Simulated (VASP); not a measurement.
## Sr3Ca5Ti8O24: single point with PBEsol

Sr3Ca5Ti8O24:

```
Ca Sr Ti O
1.0
     7.69309    0.00000    0.00000
     0.00000    7.69309    0.00000
     0.00000    0.00000    7.69309
Ca Sr Ti O
5 3 8 24
Direct
  0.99628 0.99503 0.99501
  0.99894 0.45336 0.99956
  0.99782 0.51704 0.48436
  0.50028 0.95450 0.50024
  0.49403 0.50080 0.49654
  0.99745 0.01628 0.49924
  0.50009 0.98582 0.99506
  0.49750 0.48588 0.99857
  0.24967 0.24121 0.24838
  0.24778 0.24530 0.74104
  0.24179 0.74497 0.24269
  0.24175 0.74179 0.74914
  0.74227 0.24352 0.25052
  0.74378 0.24698 0.73972
  0.75129 0.74245 0.24256
  0.75129 0.73891 0.74925
  0.28154 0.22907 0.00304
  0.21387 0.29595 0.50209
  0.23105 0.79794 0.00251
  0.27243 0.71482 0.50316
  0.72490 0.22990 0.00298
  0.79167 0.29193 0.50193
  0.77129 0.79381 0.00258
  0.73031 0.71464 0.50263
  0.00332 0.21581 0.21827
  0.00362 0.21700 0.78583
  0.00158 0.78409 0.27848
  0.00151 0.78763 0.72849
  0.50273 0.29494 0.27964
  0.50270 0.29648 0.72252
  0.50214 0.72622 0.23353
  0.50233 0.72823 0.77137
  0.28590 0.00605 0.29188
  0.28631 0.00779 0.71370
  0.21567 0.50602 0.21776
  0.21793 0.50617 0.79093
  0.71934 0.00558 0.28948
  0.71901 0.00733 0.71618
  0.79103 0.50493 0.22070
  0.78853 0.50497 0.78777
```

* Program: VASP 6.6.1
* Task: single point
* Functional: PBEsol
* Potentials or basis: VASP PAW PBE potentials, release 64 (Ca_sv, Sr_sv, Ti_sv, O)
* Cutoff: 520 eV
* k mesh: 1 × 1 × 1, shifted
* Occupations: fermi-dirac, width 0.05 eV
* Spin: no spin polarisation
* Dipole correction: no
* Further INCAR settings: LREAL = Auto; ALGO = Normal; EDIFF = 1e-06; NBANDS = 186; ISYM = 0

| Quantity | Value |
| --- | --- |
| Pressure | 0.7 GPa |
| Largest force | 0.166 eV/Å |
| Band gap on the k mesh | 2.92 eV, indirect (least direct gap 2.94 eV) |

Forces on the atoms (eV/Å):
```
Ca   0.002  0.010  0.012
Ca   0.027  0.012  0.014
Ca   0.010  0.023  0.022
Ca   0.016  0.003  0.022
Ca   0.016  0.021  0.009
Sr   0.026  0.024  0.009
Sr   0.014  0.018  0.005
Sr   0.006  0.021  0.011
Ti   0.081  0.088  0.101
Ti   0.103  0.050  0.088
Ti   0.115  0.046  0.088
Ti   0.108  0.050  0.101
Ti   0.101  0.062  0.074
Ti   0.102  0.050  0.122
Ti   0.083  0.070  0.092
Ti   0.089  0.089  0.083
O   -0.028 -0.013 -0.047
O   -0.011  0.001 -0.061
O   -0.044 -0.024 -0.045
O   -0.025 -0.006 -0.070
O   -0.013  0.004 -0.055
O   -0.020  0.001 -0.062
O   -0.009 -0.028 -0.063
O   -0.019 -0.025 -0.035
O   -0.039 -0.018 -0.023
O   -0.066  0.004 -0.020
O   -0.065 -0.022 -0.031
O   -0.069 -0.023  0.008
O   -0.060 -0.028 -0.011
O   -0.051 -0.019 -0.032
O   -0.058 -0.006 -0.006
O   -0.053 -0.018 -0.028
O   -0.032 -0.058 -0.062
O   -0.034 -0.048 -0.003
O   -0.051 -0.044 -0.019
O   -0.020 -0.059 -0.043
O   -0.042 -0.046 -0.013
O   -0.029 -0.047 -0.052
O   -0.009 -0.055 -0.040
O   -0.052 -0.063 -0.041
```

Stress tensor (GPa, compression positive):
```
0.30 0.02 0.06
0.02 1.55 0.07
0.06 0.07 0.40
```

Levels at points of the mesh, in eV from the valence-band top:
| k point | band 158 | band 159 | band 160 | band 161 | band 162 | band 163 |
| --- | --- | --- | --- | --- | --- | --- |
| (0.25, 0.25, 0.25) | -0.06 | -0.05 | 0.00 | 2.98 | 3.09 | 3.15 |

Wall time 25 min on 1 thread of AMD EPYC 7R43 64-Core Processor (Zen 3), with other jobs on the host, peak memory 0.58 GiB.

Caveat: the k points lie up to 0.82 Å⁻¹ apart; the PAW data sets were made with another functional, which shifts forces and pressure a little. A k mesh can miss the band edges.
